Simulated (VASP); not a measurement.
# BaTiO3 (Cm) in VASP: further runs

The runs below take BaTiO3 through single point, with PBE.

Everything below comes from runs of VASP 6.6.1. Logs are shortened: lines on timing, memory, paths and dates and some standing lists are left out, and cuts for length are marked.

### Step 1. The cell of the first run

Symmetry: Cm, No. 8, monoclinic system. The conventional cell has a = 5.757 Å, b = 5.468 Å, c = 4.060 Å, α = 90.00°, β = 90.43°, γ = 90.00°. Ba (site symmetry m) has 12 O at 2.74 to 2.98 Å and 8 Ti at 3.37 to 3.64 Å within 3.7 Å. Ti (site symmetry m) has 6 O at 1.82 to 2.21 Å within 2.4 Å. O (site symmetry m) has 2 Ti at 1.87 to 2.21 Å within 2.5 Å. Within 2.4 Å of O (site symmetry 1) lie 2 Ti at 1.82 to 2.16 Å.

### Step 2. Single point, PBE (strain -0.0450 x Voigt [1, 0, 0, 0, 0, 0])

Input file INCAR:

```
SYSTEM = BaTiO3
ALGO = Normal
EDIFF = 1E-7
ENCUT = 520
GGA = PE
ISIF = 2
ISMEAR = 0
LASPH = .TRUE.
LCHARG = .FALSE.
LREAL = .FALSE.
LWAVE = .FALSE.
NBANDS = 28
NELM = 60
PREC = Accurate
SIGMA = 0.05
```

Input file KPOINTS:

```
k-points
0
G
  6 6 6
  0 0 0
```

Input file POSCAR:

```
BaTiO3
1.0
    2.7342325099      1.6529946342      2.3563003940
   -2.7342325099      1.6529946342      2.3563003940
    0.0000000000     -3.3059892684      2.3563003940
Ba Ti O
1 1 3
Direct
    0.0049545205      0.0049545205      0.0049545205
    0.5191875227      0.5191875227      0.5191875227
    0.4883938465      0.4883938465      0.9777702638
    0.4883938465      0.9777702638      0.4883938465
    0.9777702638      0.4883938465      0.4883938465
```

Potentials or basis: VASP PAW PBE potentials, release 64 (Ba_sv, Ti_sv, O).

Started as:

```console
$ cat potpaw_PBE.64/Ba_sv/POTCAR potpaw_PBE.64/Ti_sv/POTCAR potpaw_PBE.64/O/POTCAR > POTCAR
$ mpirun -np 1 vasp_std > vasp.out
```

OUTCAR:

```text
SYSTEM = BaTiO3
   EDIFF = 1E-7
   ENCUT = 520
   GGA = PE
   ISIF = 2
   ISMEAR = 0
   LASPH = .TRUE.
   LREAL = .FALSE.
   NELM = 60
   PREC = Accurate

 ion  position               nearest neighbor table
   1  0.005  0.005  0.005-   3 2.74   3 2.74   4 2.75   5 2.75   3 2.78   4 2.83   5 2.83   5 2.84
                             4 2.84   5 2.95   4 2.95   3 2.98   2 3.37   2 3.37   2 3.43   2 3.44
   2  0.519  0.519  0.519-   4 1.82   5 1.82   3 1.87   4 2.16   5 2.16   3 2.21   1 3.37   1 3.37
                             1 3.43   1 3.44   1 3.44   1 3.48   1 3.54   1 3.64
   3  0.488  0.488  0.978-   2 1.87   2 2.21   1 2.74   1 2.74   1 2.78   1 2.98
   4  0.488  0.978  0.488-   2 1.82   2 2.16   1 2.75   1 2.83   1 2.84   1 2.95
   5  0.978  0.488  0.488-   2 1.82   2 2.16   1 2.75   1 2.83   1 2.84   1 2.95

  LATTYP: Found a base centered monoclinic cell.
 ALAT       =     5.7565763462
 B/A-ratio  =     0.9499509241
 C/A-ratio  =     0.7052400250
 COS(beta)  =    -0.0074769073

  Lattice vectors:

 A1 = (  -2.7342325099,  -1.6529946342,  -2.3563003940)
 A2 = (   2.7342325099,  -1.6529946342,  -2.3563003940)
 A3 = (   0.0000000000,  -3.3059892684,   2.3563003940)

Analysis of symmetry for initial positions (statically):
=====================================================================
 Subroutine PRICEL returns:
 Original cell was already a primitive cell.

 Routine SETGRP: Setting up the symmetry group for a
 base centered monoclinic supercell.

 Subroutine GETGRP returns: Found  2 space group operations
 (whereof  2 operations were pure point group operations)
 out of a pool of  4 trial point group operations.

The static configuration has the point symmetry C_1h.

Analysis of symmetry for dynamics (positions and initial velocities):
=====================================================================
 Subroutine PRICEL returns:
 Original cell was already a primitive cell.

 Routine SETGRP: Setting up the symmetry group for a
 base centered monoclinic supercell.

 Subroutine GETGRP returns: Found  2 space group operations
 (whereof  2 operations were pure point group operations)
 out of a pool of  4 trial point group operations.

The dynamic configuration has the point symmetry C_1h.

 Subroutine INISYM returns: Found  2 space group operations
 (whereof  2 operations are pure point group operations),
 and found     1 'primitive' translations

[... 101 lines left out ...]
   LREAL  =      F    real-space projection
   EDIFFG = 0.1E-05   stopping-criterion for IOM
   NSW    =      0    number of steps for IOM
   IBRION =     -1    ionic relax: 0-MD 1-quasi-New 2-CG
   NFREE  =      0    steps in history (QN), initial steepest desc. (CG)
   ISIF   =      2    stress and relaxation
   ISYM   =      2    0-nonsym 1-usesym 2-fastsym
   POTIM  = 0.5000    time-step for ionic-motion
   TEBEG  =    0.0;   TEEND  =   0.0 temperature during run
   PSTRESS=    0.0 pullay stress
   NELECT =      40.0000    total number of electrons
   NUPDOWN=      -1.0000    fix difference up-down
   EMIN   =  10.00;   EMAX   =-10.00  energy-range for DOS
   EFERMI =   0.00;   METHOD = LEGACY
   ISMEAR =     0;   SIGMA  =   0.05  broadening in eV -4-tet -1-fermi 0-gaus
   EFERMI_NEDOS =   21; number of points for ismear=-14 and -15
   IALGO  =     38    algorithm
   IMIX   =      4    mixing-type and parameters
     AMIX     =   0.40;   BMIX     =  1.00
     AMIX_MAG =   1.60;   BMIX_MAG =  1.00
  volume/ion in A,a.u.               =      12.78        86.24
  Fermi-wavevector in a.u.,A,eV,Ry     =   1.400442  2.646452 26.684273  1.961239
  Thomas-Fermi vector in A             =   2.523402
   LORBIT       =      0    0 simple, 1 ext, 2 COOP (PROOUT), +10 PAW based schemes
   GGA     = PE    functional components
   LHFCALC =     F    Hartree Fock is set to
   AEXX    =    0.0000 exact exchange contribution
   IVDW    =     0    specifies the selected vdW correction
   LEPSILON=     F    determine dielectric tensor
   LRPA    =     F    only Hartree local field effects (RPA)
 non-spin polarized calculation
 Gauss-broadening in eV      SIGMA  =   0.05
  energy-cutoff  :      520.00
  volume of cell :       63.90
 maximum number of plane-waves:      1738
 NGX is ok and might be reduce to    30
   NGX = 15   NGY = 15   NGZ = 15

 number of electron      40.0000007 magnetization

 Free energy of the ion-electron system (eV)
  ---------------------------------------------------
  ext. energy  EPLUGINS =         0.00000000
  ---------------------------------------------------
  free energy    TOTEN  =       -39.87560434 eV

  energy without entropy =      -39.87560434  energy(sigma->0) =      -39.87560434

 E-fermi :   4.1122     XC(G=0): -11.2465

 val. band max:        3.7986654300   @ k =   0.5000   0.5000   0.5000
 cond. band min:       6.4123899454   @ k =   0.0000   0.0000   0.0000
 fundamental gap:      2.6137245154
 Fermi energy:         4.1122190322

 k-point     1 :       0.0000    0.0000    0.0000
  band No.  band energies     occupation
      1     -52.3074      2.00000
      2     -28.6280      2.00000
      3     -28.5879      2.00000
      4     -28.5738      2.00000
      5     -21.0097      2.00000
      6     -13.0380      2.00000
[... 733 lines left out ...]
     27      10.3229      0.00000
     28      11.8538      0.00000

 [... further k-points ...]

------------------------ aborting loop because EDIFF is reached ----------------------------------------

  FORCE on cell =-STRESS in cart. coord.  units (eV):
  Direction    XX          YY          ZZ          XY          YZ          ZX
  --------------------------------------------------------------------------------------
  -------------------------------------------------------------------------------------
  Total        7.1374512      2.7123375      2.4264153      0.0000000     -0.0821378      0.0000000
  in kB      178.9636971     68.0088648     60.8396798      0.0000000     -2.0595134      0.0000000
  external PRESSURE =     102.6040806 kB  Pullay stress =       0.0000000 kB

 VOLUME and BASIS-vectors are now :
 -----------------------------------------------------------------------------
  energy-cutoff  :      520.00
  volume of cell :       63.90
      direct lattice vectors                 reciprocal lattice vectors
     2.734232510  1.652994634  2.356300394     0.182866672  0.100827107  0.141464702
    -2.734232510  1.652994634  2.356300394    -0.182866672  0.100827107  0.141464702
     0.000000000 -3.305989268  2.356300394     0.000000000 -0.201654214  0.141464702

 POSITION                                       TOTAL-FORCE (eV/Angst)
 -----------------------------------------------------------------------------------
      0.00000      0.00000      0.03502         0.000000     -0.007437     -0.074792
      0.00000      0.00000      3.67009         0.000000     -0.310089     -0.643190
      0.00000     -1.61787      4.60553         0.000000     -0.184307      0.107000
     -1.33807      0.80894      4.60553        -0.579563      0.250916      0.305491
      1.33807      0.80894      4.60553         0.579563      0.250916      0.305491
 -----------------------------------------------------------------------------------
    total drift:                               -0.000000      0.000466      0.000742

  FREE ENERGIE OF THE ION-ELECTRON SYSTEM (eV)
  ---------------------------------------------------
  free  energy   TOTEN  =       -39.8756043400 eV

  energy  without entropy=      -39.8756043400  energy(sigma->0) =      -39.87560434
```

stdout:

```text
POSCAR found type information on POSCAR BaTiO
 POSCAR found :  3 types and       5 ions
 scaLAPACK will be used
 LDA part: xc-table for (Slater+PW92), standard interpolation
 POSCAR, INCAR and KPOINTS ok, starting setup
 FFT: planning ... GRIDC
 FFT: planning ... GRID_SOFT
 FFT: planning ... GRID
 WAVECAR not read
 entering main loop
```

Wall time 63 s (1 thread of Intel Xeon 6975P-C (Granite Rapids), shared host); peak memory 0.25 GiB.

What came out:

| Quantity | Value |
| --- | --- |
| Free energy | -39.8756 eV |
| Pressure | 10.3 GPa |
| Largest force | 0.714 eV/Å |
| Band gap on the k mesh | 2.61 eV (least direct gap 3.01 eV) |

Forces in eV/Å, atoms in the order of the input:
```
Ba   0.000 -0.007 -0.075
Ti   0.000 -0.310 -0.643
O    0.000 -0.184  0.107
O   -0.580  0.251  0.305
O    0.580  0.251  0.305
```

Levels at points of the mesh, in eV from the valence-band top:
```
           k point  band 17  band 18  band 19  band 20  band 21  band 22  band 23  band 24
(0.00, 0.00, 0.00)    -0.99    -0.79    -0.59    -0.40     2.61     2.74     2.94     4.71
(0.50, 0.00, 0.00)    -1.78    -1.61    -1.09    -0.93     2.86     4.01     4.17     4.71
(0.50, 0.50, 0.00)    -1.58    -0.88    -0.62    -0.06     4.06     4.13     4.46     5.08
(0.00, 0.00, 0.50)    -1.58    -1.52    -1.23    -0.71     2.88     3.88     3.96     4.87
(0.50, 0.00, 0.50)    -1.55    -0.99    -0.91    -0.15     3.96     4.12     4.33     5.30
(0.50, 0.50, 0.50)    -2.20    -0.08    -0.05     0.00     4.45     4.58     4.72     6.43
```

Caveat: the cell differs from its parent crystal (strain -0.0450 x Voigt [1, 0, 0, 0, 0, 0]); the cell stands under pressure; spin-orbit coupling is left out, which moves the levels of the heavy elements.

### Step 3. Single point, PBE (strain -0.0300 x Voigt [1, 0, 0, 0, 0, 0])

Input file INCAR:

```
SYSTEM = BaTiO3
PREC = Accurate
ENCUT = 520
EDIFF = 1E-6
ISMEAR = 0
SIGMA = 0.05
LREAL = .False.
LASPH = .True.
NELM = 60
ALGO = Normal
ISIF = 2
LWAVE = .False.
LCHARG = .False.
GGA = PE
NBANDS = 28
```

Input file KPOINTS:

```
regular mesh
0
Gamma
  6 6 6
  0 0 0
```

POSCAR: that of step 2 with these lines changed.

```diff
@@ -2,4 +2,4 @@
 1.0
-    2.7342325099      1.6529946342      2.3563003940
-   -2.7342325099      1.6529946342      2.3563003940
+    2.7771785703      1.6529946342      2.3563003940
+   -2.7771785703      1.6529946342      2.3563003940
     0.0000000000     -3.3059892684      2.3563003940
```

Potentials or basis: VASP PAW PBE potentials, release 64 (Ba_sv, Ti_sv, O).

Started as:

```console
$ cat potpaw_PBE.64/Ba_sv/POTCAR potpaw_PBE.64/Ti_sv/POTCAR potpaw_PBE.64/O/POTCAR > POTCAR
$ mpirun -np 1 vasp_std > vasp.out
```

Run time: 62 s. Hardware: 1 thread of Intel Xeon 6975P-C (Granite Rapids), shared host; peak memory 0.25 GiB.

The run converged. Its results:

| Property | Result |
| --- | --- |
| Free energy | -39.9699 eV |
| Pressure | 7.1 GPa |
| Largest force | 0.483 eV/Å |
| Band gap on the k mesh | 2.62 eV (least direct gap 3.06 eV) |

Forces on the atoms (eV/Å):
```
Ba   0.000 -0.004 -0.066
Ti   0.000 -0.192 -0.443
O    0.000 -0.135  0.087
O   -0.384  0.165  0.211
O    0.384  0.165  0.211
```

Stress tensor (GPa, compression positive):
```
11.91  0.00  0.00
 0.00  4.90 -0.18
 0.00 -0.18  4.37
```

Levels at points of the mesh, in eV from the valence-band top:
| k point | band 16 | band 17 | band 18 | band 19 | band 20 | band 21 | band 22 | band 23 | band 24 | band 25 |
| --- | --- | --- | --- | --- | --- | --- | --- | --- | --- | --- |
| (0.00, 0.00, 0.00) | -1.43 | -0.99 | -0.75 | -0.56 | -0.44 | 2.62 | 2.70 | 2.89 | 4.65 | 4.79 |
| (0.50, 0.00, 0.00) | -2.10 | -1.72 | -1.58 | -1.06 | -0.90 | 2.83 | 3.92 | 4.08 | 4.63 | 6.20 |
| (0.50, 0.50, 0.00) | -2.71 | -1.57 | -0.88 | -0.70 | -0.07 | 3.99 | 4.04 | 4.36 | 5.02 | 7.81 |
| (0.00, 0.00, 0.50) | -2.04 | -1.56 | -1.54 | -1.16 | -0.76 | 2.84 | 3.83 | 3.94 | 4.73 | 6.13 |
| (0.50, 0.00, 0.50) | -2.63 | -1.56 | -0.95 | -0.88 | -0.12 | 3.93 | 4.03 | 4.27 | 5.17 | 7.70 |
| (0.50, 0.50, 0.50) | -2.37 | -2.25 | -0.06 | -0.03 | 0.00 | 4.37 | 4.52 | 4.61 | 6.43 | 6.57 |

Caveat: the cell differs from its parent crystal (strain -0.0300 x Voigt [1, 0, 0, 0, 0, 0]); the cell stands under pressure; spin-orbit coupling is left out, which moves the levels of the heavy elements. A k mesh can miss the band edges.
